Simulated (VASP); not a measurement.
Write the native input for VASP 6.6.1 that does the following.

```
Task                   : single point
Functional             : PBE
Potentials or basis    : VASP PAW PBE potentials, release 64 (Cd, S)
Cutoff                 : 520 eV
k mesh                 : 7 × 7 × 7
Occupations            : fermi-dirac, width 0.02 eV
Spin                   : no spin polarisation
Dipole correction      : no
Further INCAR settings : ALGO = Normal; EDIFF = 1e-06; NBANDS = 16
```

The structure of CdS lies in POSCAR:

```
CdS
1.0
    0.0000000000      2.9816809780      2.9816809780
    2.9816809780      0.0000000000      2.9816809780
    2.9816809780      2.9816809780      0.0000000000
Cd S
1 1
Direct
    0.0000000000      0.0000000000      0.0000000000
    0.7500000000      0.7500000000      0.7500000000
```

This cell differs from its parent crystal: volume scaled by 1.04.

One way to write it, as run:

INCAR

```
  ALGO = Normal
  EDIFF = 1E-6
  ENCUT = 520
  GGA = PE
  ISIF = 2
  ISMEAR = -1
  LASPH = T
  LCHARG = F
  LREAL = F
  LWAVE = F
  NBANDS = 16
  NELM = 80
  PREC = Accurate
  SIGMA = 0.02
```

KPOINTS

```
k-points
0
Gamma
  7 7 7
```

Potentials or basis: VASP PAW PBE potentials, release 64 (Cd, S).

The run is started by

```sh
$ cat potpaw_PBE.64/Cd/POTCAR potpaw_PBE.64/S/POTCAR > POTCAR
$ mpirun -np 1 vasp_std > vasp.out
```

Results of the run:

```
Pressure               : -0.7 GPa
Band gap on the k mesh : 1.00 eV, direct
```

Wall time 15 s on 1 thread of Intel(R) Xeon(R) Platinum 8259CL CPU @ 2.50GHz (Skylake/Cascade Lake), on a shared host, peak memory 0.18 GiB.
